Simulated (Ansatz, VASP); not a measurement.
One calculation of Mg3SiN, two programs

```xyz
5
Lattice="4.5000 0.0000 0.0000 0.0000 4.5000 0.0000 0.0000 0.0000 4.5000" Properties=species:S:1:pos:R:3 pbc="T T T"
Mg    2.2500    0.0000    0.0000
Mg    0.0000    2.2500    0.0000
Mg    0.0000    0.0000    2.2500
Si    0.0000    0.0000    0.0000
N     2.2500    2.2500    2.2500
```

Alike in both runs: task single point; functional PBE; k mesh 4 × 4 × 4; occupations gaussian, width 0.1 eV; no spin polarisation.

```csv
,VASP,Ansatz
version,VASP 6.6.1,Ansatz 0.2.0
potentials or method,"VASP PAW PBE potentials, release 64 (Mg, Si, N), cutoff 520 eV","scalar-relativistic, plane waves, PAW"
valence electrons in the cell,15,39
```

|  | VASP | Ansatz | Ansatz less VASP |
| --- | --- | --- | --- |
| gap on the k mesh at the Fermi level (eV) | none | none | - |
| pressure (GPa) | 15.1 | 15.0 | -0.13 |

A gap of «none» marks a metal or a gap that the smearing closes. VASP's potentials hold 15 valence electrons a cell and Ansatz's 39, so a difference there can come from the potentials and not from the codes.
